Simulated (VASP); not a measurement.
**Si4P: relaxation of cell and atoms with PBE**

Si4P:

```xyz
5
Lattice="4.6001 0.0000 0.0000 0.0000 4.6001 0.0000 0.0000 0.0000 4.6001" Properties=species:S:1:pos:R:3 pbc="T T T"
Si    2.3000    0.0000    0.0000
Si    0.0000    2.3000    0.0000
Si    0.0000    0.0000    2.3000
Si    0.0000    0.0000    0.0000
P     2.3000    2.3000    2.3000
```

The cell was built from a structure type or drawn by symmetry, and may not be a known phase.

```
Program                : VASP 6.6.1
Task                   : relaxation of cell and atoms
Functional             : PBE
Potentials or basis    : VASP PAW PBE potentials, release 64 (Si, P)
Cutoff                 : 600 eV
k mesh                 : 8 × 8 × 8
Occupations            : gaussian, width 0.1 eV
Spin                   : no spin polarisation
Dipole correction      : no
Further INCAR settings : ALGO = Normal; EDIFF = 1e-07; IBRION = 2; EDIFFG = -0.01; NSW = 100; ISIF = 3
```

* Relaxed volume: 19.19 Å³/atom
* Relaxed cell: a = 4.578 Å, b = 4.578 Å, c = 4.578 Å, α = 90.00°, β = 90.00°, γ = 90.00°
* Space group after relaxing (to 0.1 Å): Pm-3m (No. 221)
* Energy gained by relaxing: 0.8 meV/atom
* Ionic steps: 3
* Pressure after relaxing: 0.0 GPa
* Band gap on the k mesh: zero (an odd number of electrons rules out a gap without spin polarisation)

The path:
```csv
step,energy change (eV),largest force (eV/Å),pressure (GPa),volume (Å³)
1,0.0000,0.0000,-0.95,97.34
2,-0.0041,0.0000,0.16,95.72
3,-0.0042,0.0000,0.00,95.94
```

Final structure:
```
CELL_PARAMETERS angstrom
4.57797 0.00000 0.00000
0.00000 4.57797 0.00000
0.00000 0.00000 4.57797
ATOMIC_POSITIONS crystal
Si 0.50000 0.00000 0.00000
Si 0.00000 0.50000 0.00000
Si 0.00000 0.00000 0.50000
Si 0.00000 0.00000 0.00000
P 0.50000 0.50000 0.50000
```

Levels at points of the mesh, in eV from the Fermi level:
| k point | band 9 | band 10 | band 11 | band 12 | band 13 | band 14 |
| --- | --- | --- | --- | --- | --- | --- |
| (0.00, 0.00, 0.00) | -1.13 | -1.13 | -0.87 | 1.58 | 1.58 | 1.58 |
| (0.50, 0.00, 0.00) | -2.64 | -0.44 | 0.18 | 1.48 | 1.67 | 1.67 |
| (0.50, 0.50, 0.00) | -1.94 | -1.34 | -0.92 | -0.92 | 1.34 | 2.31 |
| (0.50, 0.50, 0.50) | 1.50 | 1.50 | 2.52 | 2.52 | 2.52 | 3.58 |

Wall time 82 s on 1 thread of Intel(R) Xeon(R) Platinum 8488C (Sapphire Rapids) (shared host), peak memory 0.26 GiB.
